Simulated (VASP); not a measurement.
Wanted: the native input for a VASP 6.6.1 run.

```
Task                   : single point
Functional             : PBE
Potentials or basis    : VASP PAW PBE potentials, release 64 (Si, Al)
Cutoff                 : 520 eV
k mesh                 : 2 × 2 × 2
Occupations            : fermi-dirac, width 0.05 eV
Spin                   : collinear spin
Starting moments       : [0.0, 0.0, 0.0, 0.0, 0.0, 0.0, 0.0, 0.0, 0.0, 0.0, 0.0, 0.0, 0.0, 0.0, 0.0, 0.0, 1.0] μB
Dipole correction      : no
Further INCAR settings : LREAL = Auto; ALGO = Normal; EDIFF = 1e-07; NBANDS = 52
```

The structure of AlSi16 (a cell with a defect) lies in POSCAR:

```
AlSi16
1.0
    0.0000000000      5.4300000000      5.4300000000
    5.4300000000      0.0000000000      5.4300000000
    5.4300000000      5.4300000000      0.0000000000
Si Al
16 1
Direct
    0.0048933088     -0.0154302670      0.0055310919
    0.1265092021      0.1234085505      0.1265136594
   -0.0041166683      0.0012290309      0.5013276049
    0.1267004376      0.1232871276      0.6232881843
    0.0037433895      0.5042447031      0.0041173402
    0.1268598395      0.6231641163      0.1238158237
    0.0046189604      0.5053686665      0.4852945000
    0.1264482975      0.6264164066      0.6234881208
    0.5013247110      0.0009179719     -0.0035229989
    0.6236663503      0.1234178310      0.1264489176
    0.5015395534      0.0011641945      0.5012642494
    0.6246660823      0.1253146751      0.6252156874
    0.4886680360      0.5039464903      0.0038315750
    0.6239284564      0.6260988533      0.1261336689
    0.5012576059      0.4965829493      0.5009479992
    0.6237480935      0.6263487329      0.6235005165
    0.8781319440      0.3717891672      0.8730366596
```

These files were run (other wordings do the same):

INCAR

```
SYSTEM = AlSi16
PREC = Accurate
ENCUT = 520
EDIFF = 1E-7
ISMEAR = -1
SIGMA = 0.05
LREAL = Auto
LASPH = .TRUE.
NELM = 150
ALGO = Normal
ISIF = 2
LWAVE = .FALSE.
LCHARG = .FALSE.
ISPIN = 2
MAGMOM = 0 0 0 0 0 0 0 0 0 0 0 0 0 0 0 0 1
LORBIT = 11
GGA = PE
NBANDS = 52
```

KPOINTS

```
Automatic mesh
0
G
  2 2 2
  0 0 0
```

Potentials or basis: VASP PAW PBE potentials, release 64 (Si, Al).

Run with:

```sh
$ cat potpaw_PBE.64/Si/POTCAR potpaw_PBE.64/Al/POTCAR > POTCAR
$ mpirun -np 1 vasp_std > vasp.out
```

Results of the run:

```json
{
  "Pressure": "5.4 GPa",
  "Largest force": "0.066 eV/Å",
  "Net moment": "0.00 μB per cell",
  "Valence electrons inside the program's atomic spheres": "Si 1.71, 1.67, 1.70, 1.76 (each value once); Al 0.84"
}
```

Caveat: the k points lie up to 0.50 Å⁻¹ apart.

Run time: 15 min on 1 thread of AMD EPYC 7R43 64-Core Processor (Zen 3) (shared host), peak memory 0.66 GiB.
